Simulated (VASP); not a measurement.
# Bi2Te3 (R-3m) in VASP: single point with PBEsol

Aim: the single point of Bi2Te3 with PBEsol.

All numbers are computed with VASP 6.6.1; they aren't measurements. Logs are shortened: lines on timing, memory, paths and dates and some standing lists are left out, and cuts for length are marked.

**Measured values to compare with.**

“Vacancy and Antisite-Induced Ferromagnetism in Liquid-Phase Exfoliated Bi2Te3”, 2024, arxiv:2412.10539 quotes, for a bulk crystal of Bi2Te3: band gap 0.17 eV.

How close the calculation comes is told below.

### Step 1. The cell of the first run

It takes space group R-3m (No. 166, trigonal). Conventional cell: a = 4.393 Å, b = 4.393 Å, c = 28.981 Å, α = 90.00°, β = 90.00°, γ = 120.00°. Within 4.1 Å of Bi (site symmetry 3m) lie 3 Te at 3.11 Å and 3 Bi at 3.32 Å. Te (site symmetry -3m) has 6 Te at 3.20 Å within 4.2 Å. Te (site symmetry 3m) has 3 Bi at 3.11 Å and 3 Te at 3.20 Å within 4.1 Å.

### Step 2. Single point, PBEsol

INCAR

```
ALGO     = Normal         # electronic algorithm
EDIFF    = 1E-6           # SCF threshold, eV
ENCUT    = 520            # plane-wave cutoff, eV
GGA      = PS             # functional
ISIF     = 2              # what is computed and relaxed
ISMEAR   = 0              # smearing method
LASPH    = T              # aspherical terms in the spheres
LCHARG   = F              # write CHGCAR
LREAL    = F              # projectors in reciprocal space
LWAVE    = F              # write WAVECAR
NBANDS   = 32             # bands
NELM     = 60             # most SCF steps
PREC     = Accurate       # precision mode
SIGMA    = 0.1            # smearing width, eV
```

KPOINTS

```
k-points
0
Gamma
  9 9 9
```

POSCAR

```
Bi2Te3
1.0
    2.1966863262      1.2682574417      9.6604417538
   -2.1966863262      1.2682574417      9.6604417538
    0.0000000000     -2.5365148835      9.6604417538
Bi Te
2 3
Direct
    0.8085539930      0.8085539930      0.8085539930
    0.4014460500      0.4014460500      0.4014460500
    0.6049996531      0.6049996531      0.6049996531
    0.2042524068      0.2042524068      0.2042524068
    0.0057478972      0.0057478972      0.0057478972
```

Potentials or basis: VASP PAW PBE potentials, release 64 (Bi_d, Te).

Run with:

```bash
> cat potpaw_PBE.64/Bi_d/POTCAR potpaw_PBE.64/Te/POTCAR > POTCAR
> mpirun -np 1 vasp_std > vasp.out
```

OUTCAR:

```text
EDIFF = 1E-6
   ENCUT = 520
   GGA = PS
   ISIF = 2
   ISMEAR = 0
   LASPH = T
   LREAL = F
   NELM = 60
   PREC = Accurate

 ion  position               nearest neighbor table
   1  0.809  0.809  0.809-   4 3.11   4 3.11   4 3.11   2 3.32   2 3.32   2 3.32
   2  0.401  0.401  0.401-   5 3.11   5 3.11   5 3.11   1 3.32   1 3.32   1 3.32
   3  0.605  0.605  0.605-   4 3.20   4 3.20   4 3.20   5 3.20   5 3.20   5 3.20
   4  0.204  0.204  0.204-   1 3.11   1 3.11   1 3.11   3 3.20   3 3.20   3 3.20
   5  0.006  0.006  0.006-   2 3.11   2 3.11   2 3.11   3 3.20   3 3.20   3 3.20

  LATTYP: Found a trigonal (rhomboedric) cell.
 ALAT       =     9.9878948048
 COS(alpha) =     0.9032573076

  Lattice vectors:

 A1 = (   2.1966863262,   1.2682574417,   9.6604417538)
 A2 = (  -2.1966863262,   1.2682574417,   9.6604417538)
 A3 = (   0.0000000000,  -2.5365148835,   9.6604417538)

Analysis of symmetry for initial positions (statically):
=====================================================================
 Subroutine PRICEL returns:
 Original cell was already a primitive cell.

 Routine SETGRP: Setting up the symmetry group for a
 trigonal (rhombohedral) supercell.

 Subroutine GETGRP returns: Found 12 space group operations
 (whereof  6 operations were pure point group operations)
 out of a pool of 12 trial point group operations.

The static configuration has the point symmetry C_3v.
 The point group associated with its full space group is D_3d.

Analysis of symmetry for dynamics (positions and initial velocities):
=====================================================================
 Subroutine PRICEL returns:
 Original cell was already a primitive cell.

 Routine SETGRP: Setting up the symmetry group for a
 trigonal (rhombohedral) supercell.

 Subroutine GETGRP returns: Found 12 space group operations
 (whereof  6 operations were pure point group operations)
 out of a pool of 12 trial point group operations.

The dynamic configuration has the point symmetry C_3v.
 The point group associated with its full space group is D_3d.

 Subroutine INISYM returns: Found 12 space group operations
 (whereof  6 operations are pure point group operations),
 and found     1 'primitive' translations

----------------------------------------------------------------------------------------

                                     Primitive cell

  volume of cell :     161.4818

  direct lattice vectors                    reciprocal lattice vectors
     2.196686326  1.268257442  9.660441754     0.227615565  0.131413908  0.034504978
    -2.196686326  1.268257442  9.660441754    -0.227615565  0.131413908  0.034504978
     0.000000000 -2.536514884  9.660441754     0.000000000 -0.262827816  0.034504978

  length of vectors
     9.987894805  9.987894805  9.987894805     0.265083108  0.265083108  0.265083108

  position of ions in fractional coordinates (direct lattice)
     0.808553993  0.808553993  0.808553993
     0.401446050  0.401446050  0.401446050
     0.604999653  0.604999653  0.604999653
     0.204252407  0.204252407  0.204252407
     0.005747897  0.005747897  0.005747897

  ion indices of the primitive-cell ions
   primitive index   ion index
                 1           1
                 2           2
                 3           3
                 4           4
                 5           5

----------------------------------------------------------------------------------------

 KPOINTS: k-points

Automatic generation of k-mesh.
 Grid dimensions read from file:
 generate k-points for:    9    9    9

 Generating k-lattice:

  Cartesian coordinates                     Fractional coordinates (reciprocal lattice)
     0.025290618  0.014601545  0.003833886     0.111111111  0.000000000  0.000000000
    -0.025290618  0.014601545  0.003833886     0.000000000  0.111111111  0.000000000
     0.000000000 -0.029203091  0.003833886     0.000000000  0.000000000  0.111111111

  Length of vectors
     0.029453679  0.029453679  0.029453679

  Shift w.r.t. Gamma in fractional coordinates (k-lattice)
     0.000000000  0.000000000  0.000000000

 Subroutine IBZKPT returns following result:
 ===========================================

 Found     85 irreducible k-points:

 Following reciprocal coordinates:
            Coordinates               Weight
  0.000000  0.000000  0.000000      1.000000
  0.111111  0.000000  0.000000      6.000000
  0.222222  0.000000  0.000000      6.000000
  0.333333 -0.000000  0.000000      6.000000
  0.444444  0.000000  0.000000      6.000000
  0.111111  0.111111  0.000000      6.000000
[... 16 lines left out ...]
 -0.333333  0.333333  0.000000      6.000000
  0.444444  0.444444  0.000000      6.000000
 [... further k-points ...]
   k-points           NKPTS =     85   k-points in BZ     NKDIM =     85   number of bands    NBANDS=     32
   number of dos      NEDOS =    301   number of ions     NIONS =      5
   total plane-waves  NPLWV = 512000
   dimension x,y,z NGX =    80 NGY =   80 NGZ =   80
   dimension x,y,z NGXF=   160 NGYF=  160 NGZF=  160
   ions per type =               2   3
   NGX,Y,Z   is equivalent  to a cutoff of  13.32, 13.32, 13.32 a.u.
   NGXF,Y,Z  is equivalent  to a cutoff of  26.63, 26.63, 26.63 a.u.
 SYSTEM =  unknown system
   PREC   = accura    normal or accurate (medium, high low for compatibility)
   ISTART =      0    job   : 0-new  1-cont  2-samecut
   ICHARG =      2    charge: 1-file 2-atom 10-const
   ISPIN  =      1    spin polarized calculation?
   LNONCOLLINEAR =      F non collinear calculations
   LSORBIT =      F    spin-orbit coupling
   LASPH  =      T    aspherical Exc in radial PAW
   ENCUT  =  520.0 eV  38.22 Ry    6.18 a.u.  18.57 18.57 18.57*2*pi/ulx,y,z
   NELM   =     60;   NELMIN=  2; NELMDL= -5     # of ELM steps
   EDIFF  = 0.1E-05   stopping-criterion for ELM
   LREAL  =      F    real-space projection
   EDIFFG = 0.1E-04   stopping-criterion for IOM
   NSW    =      0    number of steps for IOM
   IBRION =     -1    ionic relax: 0-MD 1-quasi-New 2-CG
   NFREE  =      0    steps in history (QN), initial steepest desc. (CG)
   ISIF   =      2    stress and relaxation
   ISYM   =      2    0-nonsym 1-usesym 2-fastsym
   POTIM  = 0.5000    time-step for ionic-motion
   TEBEG  =    0.0;   TEEND  =   0.0 temperature during run
   PSTRESS=    0.0 pullay stress
   NELECT =      48.0000    total number of electrons
   NUPDOWN=      -1.0000    fix difference up-down
   EMIN   =  10.00;   EMAX   =-10.00  energy-range for DOS
   EFERMI =   0.00;   METHOD = LEGACY
   ISMEAR =     0;   SIGMA  =   0.10  broadening in eV -4-tet -1-fermi 0-gaus
   EFERMI_NEDOS =   21; number of points for ismear=-14 and -15
   IALGO  =     38    algorithm
   IMIX   =      4    mixing-type and parameters
     AMIX     =   0.40;   BMIX     =  1.00
     AMIX_MAG =   1.60;   BMIX_MAG =  1.00
  volume/ion in A,a.u.               =      32.30       217.95
  Fermi-wavevector in a.u.,A,eV,Ry     =   1.092565  2.064649 16.241255  1.193699
  Thomas-Fermi vector in A             =   2.228833
   LORBIT       =      0    0 simple, 1 ext, 2 COOP (PROOUT), +10 PAW based schemes
   GGA     = PS    functional components
   LHFCALC =     F    Hartree Fock is set to
   AEXX    =    0.0000 exact exchange contribution
   IVDW    =     0    specifies the selected vdW correction
   LEPSILON=     F    determine dielectric tensor
   LRPA    =     F    only Hartree local field effects (RPA)
 non-spin polarized calculation
 Gauss-broadening in eV      SIGMA  =   0.10
  energy-cutoff  :      520.00
  volume of cell :      161.48
 maximum number of plane-waves:      4368
 NGX is ok and might be reduce to    80
   NGX = 37   NGY = 37   NGZ = 37

 number of electron      48.0000000 magnetization

 Free energy of the ion-electron system (eV)
  ---------------------------------------------------
  ext. energy  EPLUGINS =         0.00000000
  ---------------------------------------------------
  free energy    TOTEN  =       -19.20160172 eV

  energy without entropy =      -19.19242649  energy(sigma->0) =      -19.19701411

 E-fermi :   6.8005     XC(G=0):  -9.7445

 val. band max:        6.7979858971   @ k =  -0.3333   0.3333   0.0000
 cond. band min:       6.8113449225   @ k =   0.0000   0.0000   0.0000
 fundamental gap:      0.0133590254
 Fermi energy:         6.8005249591

 k-point     1 :       0.0000    0.0000    0.0000
  band No.  band energies     occupation
      1     -16.1451      2.00000
      2     -16.1451      2.00000
      3     -16.0777      2.00000
      4     -16.0746      2.00000
      5     -16.0746      2.00000
      6     -16.0075      2.00000
[... 24 lines left out ...]
     31      11.0988      0.00000
     32      11.4523      0.00000

 k-point     2 :       0.1111    0.0000    0.0000
  band No.  band energies     occupation
      1     -16.1443      2.00000
      2     -16.1421      2.00000
      3     -16.0765      2.00000
      4     -16.0729      2.00000
      5     -16.0715      2.00000
      6     -16.0087      2.00000
[... 24 lines left out ...]
     31      10.7100      0.00000
     32      11.2748      0.00000

 k-point     3 :       0.2222    0.0000    0.0000
  band No.  band energies     occupation
      1     -16.1425      2.00000
      2     -16.1331      2.00000
      3     -16.0783      2.00000
      4     -16.0628      2.00000
      5     -16.0628      2.00000
      6     -16.0148      2.00000
[... 24 lines left out ...]
     31      10.2691      0.00000
     32      11.7476      0.00000

 k-point     4 :       0.3333   -0.0000    0.0000
  band No.  band energies     occupation
      1     -16.1406      2.00000
      2     -16.1189      2.00000
      3     -16.0803      2.00000
      4     -16.0508      2.00000
      5     -16.0485      2.00000
      6     -16.0296      2.00000
[... 654 lines left out ...]
     31      11.2502      0.00000
     32      12.3661      0.00000

 k-point    23 :      -0.3333    0.3333    0.0000
  band No.  band energies     occupation
      1     -16.1468      2.00000
      2     -16.0711      2.00000
      3     -16.0711      2.00000
      4     -16.0594      2.00000
      5     -16.0450      2.00000
      6     -16.0449      2.00000
[... 24 lines left out ...]
     31      12.0637      0.00000
     32      12.2535      0.00000

 k-point    24 :       0.4444    0.4444    0.0000
  band No.  band energies     occupation
      1     -16.1395      2.00000
      2     -16.1048      2.00000
      3     -16.0798      2.00000
      4     -16.0503      2.00000
      5     -16.0385      2.00000
      6     -16.0300      2.00000
[... 24 lines left out ...]
     31      11.6792      0.00000
     32      12.3294      0.00000

 [... further k-points ...]

------------------------ aborting loop because EDIFF is reached ----------------------------------------

  FORCE on cell =-STRESS in cart. coord.  units (eV):
  Direction    XX          YY          ZZ          XY          YZ          ZX
  --------------------------------------------------------------------------------------
  -------------------------------------------------------------------------------------
  Total        0.0269225      0.0269225      0.0244879      0.0000000     -0.0000000      0.0000000
  in kB        0.2671174      0.2671174      0.2429624      0.0000000     -0.0000000      0.0000000
  external PRESSURE =       0.2590657 kB  Pullay stress =       0.0000000 kB

 VOLUME and BASIS-vectors are now :
 -----------------------------------------------------------------------------
  energy-cutoff  :      520.00
  volume of cell :      161.48
      direct lattice vectors                 reciprocal lattice vectors
     2.196686326  1.268257442  9.660441754     0.227615565  0.131413908  0.034504978
    -2.196686326  1.268257442  9.660441754    -0.227615565  0.131413908  0.034504978
     0.000000000 -2.536514884  9.660441754     0.000000000 -0.262827816  0.034504978

 POSITION                                       TOTAL-FORCE (eV/Angst)
 -----------------------------------------------------------------------------------
      0.00000     -0.00000     23.43297         0.000000      0.000000     -0.007422
      0.00000     -0.00000     11.63444         0.000000     -0.000000      0.007422
      0.00000     -0.00000     17.53369         0.000000      0.000000     -0.000000
      0.00000     -0.00000      5.91951         0.000000     -0.000000      0.004266
      0.00000     -0.00000      0.16658         0.000000      0.000000     -0.004266
 -----------------------------------------------------------------------------------
    total drift:                                0.000000     -0.000000      0.000266

  FREE ENERGIE OF THE ION-ELECTRON SYSTEM (eV)
  ---------------------------------------------------
  free  energy   TOTEN  =       -19.2016017237 eV

  energy  without entropy=      -19.1924264911  energy(sigma->0) =      -19.19701411
```

Wall time 23 min (1 thread of Intel Xeon 6975P-C (Granite Rapids), shared host); peak memory 1.1 GiB.

What came out:

```
Free energy            : -19.2016 eV
Pressure               : 0.0 GPa
Largest force          : 0.007 eV/Å
Band gap on the k mesh : zero (bands 24 and 25 overlap by 0.11 eV)
```

Forces on the atoms (eV/Å):
```
Bi   0.000  0.000 -0.007
Bi   0.000  0.000  0.007
Te   0.000  0.000  0.000
Te   0.000  0.000  0.004
Te   0.000  0.000 -0.004
```

Caveat: the PAW data sets were made with another functional, which shifts forces and pressure a little; spin-orbit coupling is left out, which moves the levels of the heavy elements.

### Step 3. Against experiment

Step 2. A measured gap of Bi2Te3 is 0.17 eV (quoted in “Vacancy and Antisite-Induced Ferromagnetism in Liquid-Phase Exfoliated Bi2Te3”, 2024, arxiv:2412.10539); the calculated 0.00 eV misses it by -0.17 eV. Spin-orbit coupling on Bi, Te is left out. The value is that of PBEsol on a finite k mesh, which can miss the band edges, without temperature or zero-point motion. Semilocal functionals fall short of measured gaps as a rule.
